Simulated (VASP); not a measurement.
A run of VASP 6.6.1:

Contents of POSCAR:

```
MgS
1.0
    3.2628174056      0.0000000000      0.0000000000
    0.0000000000      3.2628174056      0.0000000000
    0.0000000000      0.0000000000      3.2628174056
Mg S
1 1
Direct
    0.0000000000      0.0000000000      0.0000000000
    0.5000000000      0.5000000000      0.5000000000
```

INCAR.step1

```
SYSTEM = MgS
  ALGO = Normal
  EDIFF = 1E-5
  ENCUT = 920
  GGA = PE
  GGA_COMPAT = .FALSE.
  ISMEAR = -1
  LASPH = .TRUE.
  LCHARG = .FALSE.
  LREAL = .FALSE.
  LWAVE = .TRUE.
  NBANDS = 15
  NELM = 120
  PREC = Accurate
  SIGMA = 0.02
```

The input INCAR.step2:

```
SYSTEM = MgS
  ALGO = Normal
  EDIFF = 1E-6
  ENCUT = 920
  GGA_COMPAT = .FALSE.
  ISIF = 2
  ISMEAR = -1
  ISTART = 1
  LASPH = .TRUE.
  LCHARG = .FALSE.
  LMIXTAU = .TRUE.
  LREAL = .FALSE.
  LWAVE = .FALSE.
  METAGGA = R2SCAN
  NBANDS = 15
  NELM = 120
  PREC = Accurate
  SIGMA = 0.02
```

Contents of KPOINTS:

```
k-points
0
G
  6 6 6
  0 0 0
```

Potentials or basis: VASP PAW PBE potentials, release 64 (Mg_sv, S).

Launch:

```bash
$ cat potpaw_PBE.64/Mg_sv/POTCAR potpaw_PBE.64/S/POTCAR > POTCAR
$ cp INCAR.step1 INCAR
$ mpirun -np 1 vasp_std > vasp.out
$ cp INCAR.step2 INCAR
$ mpirun -np 1 vasp_std > vasp.out
```

Hardware: 1 thread of Intel(R) Xeon(R) Platinum 8259CL CPU @ 2.50GHz (Skylake/Cascade Lake), with other jobs on the host.

Problem. How long does it take, and how much memory?

Solution. Wall time 44 s on 1 thread of Intel(R) Xeon(R) Platinum 8259CL CPU @ 2.50GHz (Skylake/Cascade Lake) (shared host), peak memory 0.19 GiB. Counts: k points 20.
